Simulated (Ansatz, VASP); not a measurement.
# Two plane-wave programs on ZrWS3

```
Zr W S
1.0
     4.58729    0.00000    0.00000
     0.00000    4.58729    0.00000
     0.00000    0.00000    4.58729
Zr W S
1 1 3
Cartesian
  0.0000 0.0000 0.0000
  2.2936 2.2936 2.2936
  0.0000 2.2936 2.2936
  2.2936 2.2936 0.0000
  2.2936 0.0000 2.2936
```

Change from the starting cell: species swapped into the YbRh3C type (Pm-3m, No. 221).

Alike in both runs: task relaxation of cell and atoms; functional PBE; k mesh 4 × 4 × 4; occupations gaussian, width 0.1 eV; collinear spin.

|  | VASP | Ansatz |
| --- | --- | --- |
| version | VASP 6.6.1 | Ansatz 0.2.0 |
| potentials or method | VASP PAW PBE potentials, release 64 (Zr_sv, W_sv, S), cutoff 600 eV | scalar-relativistic, plane waves, PAW |
| valence electrons in the cell | 44 | 44 |

```tsv
	VASP	Ansatz	Ansatz less VASP
gap on the k mesh at the Fermi level, each at its own relaxed structure (eV)	none	none	-
net moment per atom (μB)	0.19	0.19	0.000
size of the moment on the site where the two differ most (μB)	0.79	0.86	+0.069
relaxed volume (Å³/atom)	20.10	20.09	-0.007
relaxed cell length with the largest relative difference (Å)	4.649	4.649	-0.0005
```

Site moments also hang on the region over which each program counts them. A gap of «none» marks a metal or a gap that the smearing closes. Ansatz's warnings: no starting moments.

Neither program's run includes spin-orbit coupling. Noted on VASP's run: too few bands were computed for a metal, which touches its energy and stress.
